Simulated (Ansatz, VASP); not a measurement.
## SiNi in VASP and in Ansatz

```
Ni Si
1.0
     3.23768    0.00000    0.00000
    -1.61884    2.80391    0.00000
     0.00000    0.00000    4.53638
Ni Si
2 2
Direct
  0.00000 0.00000 0.00000
  0.00000 0.00000 0.50000
  0.33333 0.66667 0.25000
  0.66667 0.33333 0.75000
```

Change from the starting cell: volume scaled by 0.8, PAW files.

Alike in both runs: task single point; functional PBE; k mesh 11 × 11 × 6; occupations fermi-dirac, width 0.1 eV; no spin polarisation.

|  | VASP | Ansatz |
| --- | --- | --- |
| version | VASP 6.6.1 | Ansatz 0.2.0 |
| potentials or method | VASP PAW PBE potentials, release 64 (Ni, Si) | PAW with Ansatz's default frozen-core files, scalar-relativistic |
| plane-wave cutoff (eV) | 520 | 420 |
| valence electrons in the cell | 28 | 44 |

```csv
,VASP,Ansatz,Ansatz less VASP
pressure (GPa),59.8,60.3,+0.44
"traceless stress, the component that is largest in VASP (GPa)",0.13,0.02,-0.110
```

Both programs put the cell under a high pressure, so it lies far from rest at this level. The functional is the same, so the differences come from potentials, cutoffs and numerics. VASP's potentials hold 28 valence electrons a cell and Ansatz's 44, so a difference there can come from the potentials and not from the codes.
